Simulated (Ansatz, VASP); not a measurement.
## One calculation of Fe, two programs

INCAR

```
SYSTEM = Fe
PREC = Accurate
ENCUT = 520
EDIFF = 1E-6
ISMEAR = -1
SIGMA = 0.06122561905347299
LREAL = .FALSE.
LASPH = .TRUE.
NELM = 150
ALGO = Normal
ISIF = 2
LWAVE = .FALSE.
LCHARG = .FALSE.
ISPIN = 2
MAGMOM = 2.5
LORBIT = 11
LMAXMIX = 4
GGA = PE
NBANDS = 14
```

File KPOINTS:

```
regular mesh
0
G
  16 16 16
  0 0 0
```

File POSCAR:

```
Fe
1.0
   -1.3866036848      1.3866036848      1.3866036848
    1.3866036848     -1.3866036848      1.3866036848
    1.3866036848      1.3866036848     -1.3866036848
Fe
1
Direct
    0.0000000000      0.0000000000      0.0000000000
```

Input for Ansatz:

```yaml
crystal:
  atoms:
  - position: [0.0, 0.0, 0.0]
    spin: 2.5
    symbol: Fe
  lattice:
  - [-1.3866036848346184, 1.3866036848346184, 1.3866036848346184]
  - [1.3866036848346184, -1.3866036848346184, 1.3866036848346184]
  - [1.3866036848346184, 1.3866036848346184, -1.3866036848346184]
hamiltonian:
  dispersion: none
  pseudopotentials:
    dirac_shells:
      Fe: [2p]
    kind: all_electron
    lapw: {basis_error: 0.025 meV}
    relativity: scalar
  xc: pbe
kpoints:
  mp_grid:
    grid: [16, 16, 16]
    shift: [0, 0, 0]
magnetization: {spin_polarized: true}
output: {forces: true, stress: true}
scf:
  convergence: {dr2_threshold: 1e-10 eV}
  lower_state_search: 'off'
  max_iter: 200
  occupations: {method: fermi_dirac, width: 0.06122561905347299}
```

Alike in both runs: task single point; functional PBE; k mesh 16 × 16 × 16; occupations fermi-dirac, width 0.0612256 eV; collinear spin.

|  | VASP | Ansatz |
| --- | --- | --- |
| version | VASP 6.6.1 | Ansatz 0.2 development build |
| potentials or method | VASP PAW PBE potentials, release 64 (Fe), cutoff 520 eV | all-electron full-potential LAPW, scalar-relativistic |

VASP gave:

```
pressure (GPa)                                                : 13.2
net moment per atom (μB)                                      : 2.06
size of the moment on the site where the two differ most (μB) : 2.05
```

**Question.** Estimate Ansatz's values.

**Answer.** Pressure (GPa): 13.5; net moment per atom (μB): 2.04; size of the moment on the site where the two differ most (μB): 2.08.

Site moments also hang on the region over which each program counts them. Ansatz ran all-electron here, and VASP with PAW potentials.
